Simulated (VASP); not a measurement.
Wanted: the native input for a VASP 6.6.1 run.

| Item | Value |
| --- | --- |
| Task | single point |
| Functional | PBE |
| Potentials or basis | VASP PAW PBE potentials, release 64 (C) |
| Cutoff | 520 eV |
| k mesh | 20 × 20 × 20 |
| Occupations | fermi-dirac, width 0.08 eV |
| Spin | no spin polarisation |
| Dipole correction | no |
| Further INCAR settings | ALGO = Normal; EDIFF = 1e-06; NBANDS = 11 |

The structure of C lies in POSCAR:

```
C
1.0
    0.0000000000      1.7477320000      1.7834000000
    1.7477320000      0.0000000000      1.7834000000
    1.7477320000      1.7477320000      0.0000000000
C
2
Direct
    0.5000000000      0.5000000000      0.5000000000
    0.7500000000      0.7500000000      0.7500000000
```

This cell differs from its parent crystal: equal xx and yy strain of -2 %.

The input as run:

INCAR

```
ALGO = Normal
EDIFF = 1E-6
ENCUT = 520
GGA = PE
ISIF = 2
ISMEAR = -1
LASPH = True
LCHARG = False
LREAL = False
LWAVE = False
NBANDS = 11
NELM = 100
PREC = Accurate
SIGMA = 0.08
```

KPOINTS

```
k-points
0
Gamma
  20 20 20
```

Potentials or basis: VASP PAW PBE potentials, release 64 (C).

Launch:

```bash
$ cat potpaw_PBE.64/C/POTCAR > POTCAR
$ mpirun -np 1 vasp_std > vasp.out
```

It gave:

```yaml
Pressure: 21.7 GPa
Band_gap_on_the_k_mesh: 3.96 eV, indirect (least direct gap 5.51 eV)
```

Caveat: the cell differs from its parent crystal (equal xx and yy strain of -2 %).

Run time: 32 s on 1 thread of Intel(R) Xeon(R) Platinum 8488C (Sapphire Rapids), with other jobs on the host, peak memory 0.16 GiB.
